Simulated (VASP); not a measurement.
A run of VASP 6.6.1 is set up as follows.

INCAR

```
SYSTEM = Co
PREC = Accurate
ENCUT = 520
EDIFF = 1E-6
ISMEAR = -1
SIGMA = 0.03
LREAL = .False.
LASPH = .True.
NELM = 150
ALGO = Normal
ISIF = 2
LWAVE = .False.
LCHARG = .False.
ISPIN = 2
MAGMOM = 2 2
LORBIT = 11
LMAXMIX = 4
NBANDS = 20
```

KPOINTS

```
regular mesh
0
Gamma
  17 17 9
  0 0 0
```

Contents of POSCAR:

```
Co
1.0
    2.4512258126      0.0000000000      0.0000000000
   -1.2256129063      2.1228238241      0.0000000000
    0.0000000000      0.0000000000      3.9873513556
Co
2
Direct
    0.3333333333      0.6666666667      0.2500000000
    0.6666666667      0.3333333333      0.7500000000
```

Potentials or basis: VASP PAW LDA potentials, release 64 (Co).

The run is started by

```sh
$ cat potpaw_LDA.64/Co/POTCAR > POTCAR
$ mpirun -np 1 vasp_std > vasp.out
```

Q: What does it give for the site moments?

A: Co +1.51 μB.

Q: Estimate the net moment.

A: 3.03 μB per cell.

Q: Predict the pressure.

A: -10.0 GPa.

Stress tensor (GPa, compression positive):
```
 -9.17   0.00   0.00
  0.00  -9.17   0.00
  0.00   0.00 -11.63
```

Caveat: the cell stands under tension.
